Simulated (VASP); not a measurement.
Ag:

```xyz
1
Lattice="0.0000 2.0431 2.0431 2.0431 0.0000 2.0431 2.0431 2.0431 0.0000" Properties=species:S:1:pos:R:3 pbc="T T T"
Ag    0.0000    0.0000    0.0000
```

| Quantity | Value |
| --- | --- |
| Program | VASP 6.6.1 |
| Task | relaxation of cell and atoms |
| Functional | RPBE |
| Potentials or basis | VASP PAW PBE potentials, release 64 (Ag) |
| Cutoff | 600 eV |
| k mesh | 13 × 13 × 13 |
| Occupations | fermi-dirac, width 0.1 eV |
| Spin | no spin polarisation |

At the start: pressure 8.5 GPa; volume 17.06 Å³/atom.

**Question.** Where does the relaxation end?

**Answer.** Over 3 steps the energy falls by 38.1 meV/atom and the volume is 18.64 Å³/atom (+9.3 %); space group Fm-3m (No. 225, to 0.05 Å).

The path:
| step | energy change (eV) | largest force (eV/Å) | pressure (GPa) | volume (Å³) |
| --- | --- | --- | --- | --- |
| 1 | 0.0000 | 0.0000 | 8.50 | 17.06 |
| 2 | -0.0320 | 0.0000 | -2.53 | 19.39 |
| 3 | -0.0381 | 0.0000 | 0.04 | 18.64 |

Final structure:
```xyz
1
Lattice="0.0000 2.1046 2.1046 2.1046 0.0000 2.1046 2.1046 2.1046 0.0000" Properties=species:S:1:pos:R:3 pbc="T T T"
Ag    0.0000    0.0000    0.0000
```

Caveat: the PAW data sets were made with another functional, which shifts forces and pressure a little.
